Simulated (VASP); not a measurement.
Here is a VASP 6.6.1 calculation.

File INCAR:

```
PREC = Accurate
ENCUT = 500
EDIFF = 1E-6
ISMEAR = 0
SIGMA = 0.02
LREAL = False
LASPH = True
NELM = 120
ALGO = Normal
ISIF = 2
LWAVE = False
LCHARG = True
GGA = PE
LELF = True
LVHAR = True
NBANDS = 11
GGA_COMPAT = False
```

KPOINTS

```
regular mesh
0
Gamma
  12 12 12
```

Contents of POSCAR:

```
AlAs
1.0
    0.0000000000      2.8304000000      2.8304000000
    2.8304000000      0.0000000000      2.8304000000
    2.8304000000      2.8304000000      0.0000000000
Al As
1 1
Direct
    0.0000000000      0.0000000000      0.0000000000
    0.2500000000      0.2500000000      0.2500000000
```

Potentials or basis: VASP PAW PBE potentials, release 64 (Al, As).

Launch:

```console
$ cat potpaw_PBE.64/Al/POTCAR potpaw_PBE.64/As/POTCAR > POTCAR
$ mpirun -np 1 vasp_std > vasp.out
```

Predict the band gap on the k mesh.

1.44 eV, indirect (least direct gap 2.06 eV).

What does it give for the pressure?

2.8 GPa.

A k mesh can miss the band edges. As with any semilocal functional, this PBE gap is likely too small.
